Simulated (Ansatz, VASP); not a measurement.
Two plane-wave programs on MgO

```
Mg O
1.0
     0.00000    2.09700    2.09700
     2.09700    0.00000    2.09700
     2.09700    2.09700    0.00000
Mg O
1 1
Direct
  0.00000 0.00000 0.00000
  0.50000 0.50000 0.50000
```

Alike in both runs: task single point; functional r2SCAN; k mesh 11 × 11 × 11; occupations fermi-dirac, width 0.05 eV; no spin polarisation.

|  | VASP | Ansatz |
| --- | --- | --- |
| version | VASP 6.6.1 | Ansatz 0.2.0 |
| potentials or method | VASP PAW PBE potentials, release 64 (Mg_sv, O) | Ansatz PAW |
| plane-wave cutoff (eV) | 750 | 500 |
| valence electrons in the cell | 16 | 16 |

```tsv
	VASP	Ansatz	Ansatz less VASP
gap on the k mesh at the Fermi level (eV)	5.78	5.76	-0.019
least direct gap on the mesh (eV)	5.78	5.76	-0.019
pressure (GPa)	1.2	1.3	+0.09
```

VASP's potentials were made for PBE, not for r2SCAN.

Noted on Ansatz's run: odd divisions of the mesh miss points on the zone boundary, where band edges often lie, so the gap on the mesh can be too wide.
